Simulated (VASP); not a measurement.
# Ru (P2_1/m) in VASP: single point with PBEsol

Aim: the single point of Ru with PBEsol.

All numbers are computed with VASP 6.6.1; they aren't measurements. Logs are shortened: lines on timing, memory, paths and dates and some standing lists are left out, and cuts for length are marked.

### 1 The cell of the first run

The structure is monoclinic, space group P2_1/m (No. 11). Conventional cell: a = 2.706 Å, b = 4.282 Å, c = 2.706 Å, α = 90.00°, β = 120.00°, γ = 90.00°. Within 3.4 Å of Ru (site symmetry m) lie 14 Ru at 2.45 to 3.30 Å.

### 2 Single point, PBEsol (atom 1 (Ru) moved by (-0.450, +0.450) A along x and y)

Input file INCAR:

```
SYSTEM = Ru
PREC = Accurate
ENCUT = 520
EDIFF = 1E-6
ISMEAR = 0
SIGMA = 0.15
LREAL = .FALSE.
LASPH = .TRUE.
NELM = 100
ALGO = Fast
ISIF = 2
LWAVE = .FALSE.
LCHARG = .FALSE.
GGA = PS
NBANDS = 21
```

Input file KPOINTS:

```
Automatic mesh
0
G
  24 24 12
  0 0 0
```

Input file POSCAR:

```
Ru
1.0
    2.7057993342      0.0000000000      0.0000000000
   -1.3528996671      2.3432909610      0.0000000000
    0.0000000000      0.0000000000      4.2819000000
Ru
2
Direct
    0.2630426889      0.8587042785      0.2500000000
    0.6666666667      0.3333333333      0.7500000000
```

Potentials or basis: VASP PAW PBE potentials, release 64 (Ru_pv).

Launch:

```console
$ cat potpaw_PBE.64/Ru_pv/POTCAR > POTCAR
$ mpirun -np 1 vasp_std > vasp.out
```

OUTCAR:

```text
SYSTEM = Ru
   PREC = Accurate
   ENCUT = 520
   EDIFF = 1E-6
   ISMEAR = 0
   LREAL = .FALSE.
   LASPH = .TRUE.
   NELM = 100
   ISIF = 2
   GGA = PS

 ion  position               nearest neighbor table
   1  0.263  0.859  0.250-   2 2.45   2 2.45   2 2.63   2 2.63   2 3.06   2 3.06   2 3.30   2 3.30

   2  0.667  0.333  0.750-   1 2.45   1 2.45   1 2.63   1 2.63   1 3.06   1 3.06   1 3.30   1 3.30

  LATTYP: Found a hexagonal cell.
 ALAT       =     2.7057993342
 C/A-ratio  =     1.5824898565

  Lattice vectors:

 A1 = (   2.7057993342,   0.0000000000,   0.0000000000)
 A2 = (  -1.3528996671,   2.3432909610,   0.0000000000)
 A3 = (   0.0000000000,   0.0000000000,   4.2819000000)

Analysis of symmetry for initial positions (statically):
=====================================================================
 Subroutine PRICEL returns:
 Original cell was already a primitive cell.

 Routine SETGRP: Setting up the symmetry group for a
 hexagonal supercell.

 Subroutine GETGRP returns: Found  4 space group operations
 (whereof  1 operations were pure point group operations)
 out of a pool of 24 trial point group operations.

The static configuration has the point symmetry C_1 .
 The point group associated with its full space group is C_2h.

Analysis of symmetry for dynamics (positions and initial velocities):
=====================================================================
 Subroutine PRICEL returns:
 Original cell was already a primitive cell.

 Routine SETGRP: Setting up the symmetry group for a
 hexagonal supercell.

 Subroutine GETGRP returns: Found  4 space group operations
 (whereof  1 operations were pure point group operations)
 out of a pool of 24 trial point group operations.

The dynamic configuration has the point symmetry C_1 .
 The point group associated with its full space group is C_2h.

 Subroutine INISYM returns: Found  4 space group operations
 (whereof  1 operations are pure point group operations),
 and found     1 'primitive' translations

----------------------------------------------------------------------------------------

                                     Primitive cell

  volume of cell :      27.1493

  direct lattice vectors                    reciprocal lattice vectors
     2.705799334  0.000000000  0.000000000     0.369576556  0.213375124  0.000000000
    -1.352899667  2.343290961  0.000000000     0.000000000  0.426750249  0.000000000
     0.000000000  0.000000000  4.281900000     0.000000000  0.000000000  0.233541185

  length of vectors
     2.705799334  2.705799334  4.281900000     0.426750249  0.426750249  0.233541185

  position of ions in fractional coordinates (direct lattice)
     0.263042689  0.858704278  0.250000000
     0.666666667  0.333333333  0.750000000

  ion indices of the primitive-cell ions
   primitive index   ion index
                 1           1
                 2           2

----------------------------------------------------------------------------------------

 KPOINTS: Automatic mesh

Automatic generation of k-mesh.
 Grid dimensions read from file:
 generate k-points for:   24   24   12

 Generating k-lattice:

  Cartesian coordinates                     Fractional coordinates (reciprocal lattice)
     0.015399023  0.008890630  0.000000000     0.041666667  0.000000000  0.000000000
     0.000000000  0.017781260  0.000000000     0.000000000  0.041666667  0.000000000
     0.000000000  0.000000000  0.019461765     0.000000000  0.000000000  0.083333333

  Length of vectors
     0.017781260  0.017781260  0.019461765

  Shift w.r.t. Gamma in fractional coordinates (k-lattice)
     0.000000000  0.000000000  0.000000000

 Subroutine IBZKPT returns following result:
 ===========================================

 Found   2030 irreducible k-points:

 Following reciprocal coordinates:
            Coordinates               Weight
  0.000000  0.000000  0.000000      1.000000
  0.041667  0.000000  0.000000      2.000000
  0.000000  0.041667  0.000000      2.000000
 -0.041667  0.041667  0.000000      2.000000
  0.083333  0.000000  0.000000      2.000000
  0.000000  0.083333  0.000000      2.000000
[... 16 lines left out ...]
  0.333333  0.000000  0.000000      2.000000
  0.000000  0.333333  0.000000      2.000000
 [... further k-points ...]
   k-points           NKPTS =   2030   k-points in BZ     NKDIM =   2030   number of bands    NBANDS=     21
   number of dos      NEDOS =    301   number of ions     NIONS =      2
   total plane-waves  NPLWV =  12800
   dimension x,y,z NGX =    20 NGY =   20 NGZ =   32
   dimension x,y,z NGXF=    40 NGYF=   40 NGZF=   64
   ions per type =               2
   NGX,Y,Z   is equivalent  to a cutoff of  12.29, 12.29, 12.42 a.u.
   NGXF,Y,Z  is equivalent  to a cutoff of  24.58, 24.58, 24.85 a.u.
 SYSTEM =  Ru
   PREC   = accura    normal or accurate (medium, high low for compatibility)
   ISTART =      0    job   : 0-new  1-cont  2-samecut
   ICHARG =      2    charge: 1-file 2-atom 10-const
   ISPIN  =      1    spin polarized calculation?
   LNONCOLLINEAR =      F non collinear calculations
   LSORBIT =      F    spin-orbit coupling
   LASPH  =      T    aspherical Exc in radial PAW
   ENCUT  =  520.0 eV  38.22 Ry    6.18 a.u.   5.03  5.03  7.96*2*pi/ulx,y,z
   NELM   =    100;   NELMIN=  2; NELMDL= -5     # of ELM steps
   EDIFF  = 0.1E-05   stopping-criterion for ELM
   LREAL  =      F    real-space projection
   EDIFFG = 0.1E-04   stopping-criterion for IOM
   NSW    =      0    number of steps for IOM
   IBRION =     -1    ionic relax: 0-MD 1-quasi-New 2-CG
   NFREE  =      0    steps in history (QN), initial steepest desc. (CG)
   ISIF   =      2    stress and relaxation
   ISYM   =      2    0-nonsym 1-usesym 2-fastsym
   POTIM  = 0.5000    time-step for ionic-motion
   TEBEG  =    0.0;   TEEND  =   0.0 temperature during run
   PSTRESS=    0.0 pullay stress
   NELECT =      28.0000    total number of electrons
   NUPDOWN=      -1.0000    fix difference up-down
   EMIN   =  10.00;   EMAX   =-10.00  energy-range for DOS
   EFERMI =   0.00;   METHOD = LEGACY
   ISMEAR =     0;   SIGMA  =   0.15  broadening in eV -4-tet -1-fermi 0-gaus
   EFERMI_NEDOS =   21; number of points for ismear=-14 and -15
   IALGO  =     68    algorithm
   IMIX   =      4    mixing-type and parameters
     AMIX     =   0.40;   BMIX     =  1.00
     AMIX_MAG =   1.60;   BMIX_MAG =  1.00
  volume/ion in A,a.u.               =      13.57        91.61
  Fermi-wavevector in a.u.,A,eV,Ry     =   1.654022  3.125649 37.222686  2.735790
  Thomas-Fermi vector in A             =   2.742361
   LORBIT       =      0    0 simple, 1 ext, 2 COOP (PROOUT), +10 PAW based schemes
   GGA     = PS    functional components
   LHFCALC =     F    Hartree Fock is set to
   AEXX    =    0.0000 exact exchange contribution
   IVDW    =     0    specifies the selected vdW correction
   LEPSILON=     F    determine dielectric tensor
   LRPA    =     F    only Hartree local field effects (RPA)
 non-spin polarized calculation
 RMM-DIIS sequential band-by-band and
 Gauss-broadening in eV      SIGMA  =   0.15
  energy-cutoff  :      520.00
  volume of cell :       27.15
 maximum number of plane-waves:       756
   NGX =  9   NGY =  9   NGZ = 15

 number of electron      28.0000008 magnetization

 Free energy of the ion-electron system (eV)
  ---------------------------------------------------
  ext. energy  EPLUGINS =         0.00000000
  ---------------------------------------------------
  free energy    TOTEN  =       -19.21725775 eV

  energy without entropy =      -19.17934619  energy(sigma->0) =      -19.19830197

 E-fermi :  12.8438     XC(G=0): -14.2536

 val. band max:       12.8433452474   @ k =  -0.3750  -0.4167   0.5000
 cond. band min:      12.8437721313   @ k =   0.0833   0.0417   0.5000
 fundamental gap:      0.0004268839
 Fermi energy:        12.8437638454

 k-point     1 :       0.0000    0.0000    0.0000
  band No.  band energies     occupation
      1     -30.9856      2.00000
      2     -29.9463      2.00000
      3     -29.7816      2.00000
      4     -29.6775      2.00000
      5     -29.5951      2.00000
      6     -29.5633      2.00000
[... 13 lines left out ...]
     20      23.2127      0.00000
     21      23.4856      0.00000

 k-point     2 :       0.0417    0.0000    0.0000
  band No.  band energies     occupation
      1     -30.9789      2.00000
      2     -29.9556      2.00000
      3     -29.7877      2.00000
      4     -29.6837      2.00000
      5     -29.6062      2.00000
      6     -29.5670      2.00000
[... 13 lines left out ...]
     20      23.2128      0.00000
     21      23.4605      0.00000

 k-point     3 :       0.0000    0.0417    0.0000
  band No.  band energies     occupation
      1     -30.9787      2.00000
      2     -29.9557      2.00000
      3     -29.7864      2.00000
      4     -29.6830      2.00000
      5     -29.6083      2.00000
      6     -29.5672      2.00000
[... 13 lines left out ...]
     20      23.2128      0.00000
     21      23.4596      0.00000

 k-point     4 :      -0.0417    0.0417    0.0000
  band No.  band energies     occupation
      1     -30.9823      2.00000
      2     -29.9495      2.00000
      3     -29.7966      2.00000
      4     -29.6885      2.00000
      5     -29.5981      2.00000
      6     -29.5630      2.00000
[... 13 lines left out ...]
     20      23.2128      0.00000
     21      23.4696      0.00000

 k-point     5 :       0.0833    0.0000    0.0000
  band No.  band energies     occupation
      1     -30.9592      2.00000
      2     -29.9835      2.00000
      3     -29.8075      2.00000
      4     -29.7012      2.00000
      5     -29.6366      2.00000
      6     -29.5778      2.00000
[... 13 lines left out ...]
     20      23.2127      0.00000
     21      23.3938      0.00000

 k-point     6 :       0.0000    0.0833    0.0000
  band No.  band energies     occupation
      1     -30.9583      2.00000
      2     -29.9838      2.00000
      3     -29.8014      2.00000
      4     -29.6988      2.00000
      5     -29.6451      2.00000
      6     -29.5789      2.00000
[... 13 lines left out ...]
     20      23.2127      0.00000
     21      23.3914      0.00000

 k-point     7 :      -0.0833    0.0833    0.0000
  band No.  band energies     occupation
      1     -30.9728      2.00000
      2     -29.9592      2.00000
      3     -29.8407      2.00000
      4     -29.7207      2.00000
      5     -29.6066      2.00000
      6     -29.5622      2.00000
[... 13 lines left out ...]
     20      23.2127      0.00000
     21      23.4233      0.00000
[... 291 lines left out ...]
      1     -30.7027      2.00000
      2     -30.3298      2.00000
      3     -30.1849      2.00000
      4     -29.8524      2.00000
      5     -29.8165      2.00000
      6     -29.7349      2.00000
[... 13 lines left out ...]
     20      23.2147      0.00000
     21      25.4559      0.00000

 k-point    21 :       0.0000    0.2917    0.0000
  band No.  band energies     occupation
      1     -30.6898      2.00000
      2     -30.3227      2.00000
      3     -30.1605      2.00000
      4     -29.9023      2.00000
      5     -29.7997      2.00000
      6     -29.7489      2.00000
[... 13 lines left out ...]
     20      23.2135      0.00000
     21      25.3474      0.00000

 k-point    22 :      -0.2917    0.2917    0.0000
  band No.  band energies     occupation
      1     -30.8643      2.00000
      2     -30.3209      2.00000
      3     -30.0802      2.00000
      4     -30.0657      2.00000
      5     -29.7004      2.00000
      6     -29.5537      2.00000
[... 13 lines left out ...]
     20      23.2166      0.00000
     21      25.4635      0.00000

 k-point    23 :       0.3333    0.0000    0.0000
  band No.  band energies     occupation
      1     -30.6341      2.00000
      2     -30.4057      2.00000
      3     -30.2795      2.00000
      4     -29.8786      2.00000
      5     -29.8408      2.00000
      6     -29.7820      2.00000
[... 13 lines left out ...]
     20      23.2134      0.00000
     21      24.2290      0.00000

 k-point    24 :       0.0000    0.3333    0.0000
  band No.  band energies     occupation
      1     -30.6164      2.00000
      2     -30.3945      2.00000
      3     -30.2606      2.00000
      4     -29.9316      2.00000
      5     -29.8196      2.00000
      6     -29.8011      2.00000
[... 13 lines left out ...]
     20      23.2127      0.00000
     21      24.1389      0.00000

 [... further k-points ...]

------------------------ aborting loop because EDIFF is reached ----------------------------------------

  FORCE on cell =-STRESS in cart. coord.  units (eV):
  Direction    XX          YY          ZZ          XY          YZ          ZX
  --------------------------------------------------------------------------------------
  -------------------------------------------------------------------------------------
  Total       -1.3359623      0.8546951      4.0254996      0.8464208      0.0000000      0.0000000
  in kB      -78.8399725     50.4386501    237.5593055     49.9503583      0.0000000      0.0000000
  external PRESSURE =      69.7193277 kB  Pullay stress =       0.0000000 kB

 VOLUME and BASIS-vectors are now :
 -----------------------------------------------------------------------------
  energy-cutoff  :      520.00
  volume of cell :       27.15
      direct lattice vectors                 reciprocal lattice vectors
     2.705799334  0.000000000  0.000000000     0.369576556  0.213375124  0.000000000
    -1.352899667  2.343290961  0.000000000     0.000000000  0.426750249  0.000000000
     0.000000000  0.000000000  4.281900000     0.000000000  0.000000000  0.233541185

 POSITION                                       TOTAL-FORCE (eV/Angst)
 -----------------------------------------------------------------------------------
     -0.45000      2.01219      1.07048         1.395714     -1.152050     -0.000000
      1.35290      0.78110      3.21143        -1.395714      1.152050      0.000000
 -----------------------------------------------------------------------------------
    total drift:                                0.000010      0.000003     -0.000000

  FREE ENERGIE OF THE ION-ELECTRON SYSTEM (eV)
  ---------------------------------------------------
  free  energy   TOTEN  =       -19.2172577498 eV

  energy  without entropy=      -19.1793461899  energy(sigma->0) =      -19.19830197
```

Wall time 23 min (1 thread of Intel Xeon 8259CL, shared host); peak memory 0.91 GiB.

Results:

| Property | Result |
| --- | --- |
| Free energy | -19.2173 eV |
| Pressure | 7.0 GPa |
| Largest force | 1.810 eV/Å |
| Band gap on the k mesh | zero (bands 14 and 15 overlap by 3.14 eV) |

Forces in eV/Å, atoms in the order of the input:
```
Ru   1.396 -1.152  0.000
Ru  -1.396  1.152  0.000
```

Stress tensor (GPa, compression positive):
```
-7.88  5.00  0.00
 5.00  5.04  0.00
 0.00  0.00 23.76
```

Caveat: the cell differs from its parent crystal (atom 1 (Ru) moved by (-0.450, +0.450) A along x and y); the stress differs along the axes, from -8 to 24 GPa; the PAW data sets were made with another functional, which shifts forces and pressure a little.
